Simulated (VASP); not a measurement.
Wanted: the native input for a VASP 6.6.1 run.

```yaml
Task: single point
Functional: PBE
Potentials_or_basis: VASP PAW PBE potentials, release 64 (Cd, Se)
Cutoff: 520 eV
k_mesh: 8 × 8 × 8
Occupations: fermi-dirac, width 0.03 eV
Spin: no spin polarisation
Dipole_correction: no
Further_INCAR_settings: ALGO = Normal; EDIFF = 1e-07; NBANDS = 16
```

The structure of CdSe lies in POSCAR:

```
CdSe
1.0
    0.0000000000      3.1304878824      3.1304878824
    3.1304878824      0.0000000000      3.1304878824
    3.1304878824      3.1304878824      0.0000000000
Cd Se
1 1
Direct
    0.0000000000      0.0000000000      0.0000000000
    0.2500000000      0.2500000000      0.2500000000
```

This cell differs from its parent crystal: volume scaled by 1.06.

These files were run (other wordings do the same):

INCAR

```
SYSTEM = CdSe
PREC = Accurate ; ENCUT = 520
EDIFF = 1E-7 ; ISMEAR = -1
SIGMA = 0.03 ; LREAL = .False.
LASPH = .True. ; NELM = 80
ALGO = Normal ; ISIF = 2
LWAVE = .False. ; LCHARG = .False.
GGA = PE ; NBANDS = 16
```

KPOINTS

```
regular mesh
0
Gamma
  8 8 8
  0 0 0
```

Potentials or basis: VASP PAW PBE potentials, release 64 (Cd, Se).

Command:

```bash
$ cat potpaw_PBE.64/Cd/POTCAR potpaw_PBE.64/Se/POTCAR > POTCAR
$ mpirun -np 1 vasp_std > vasp.out
```

Results of the run:

```yaml
Pressure: -1.1 GPa
Band_gap_on_the_k_mesh: 0.43 eV, direct
```

Run time: 14 s on 1 thread of Intel(R) Xeon(R) 6975P-C (Granite Rapids), with other jobs on the host, peak memory 0.21 GiB.
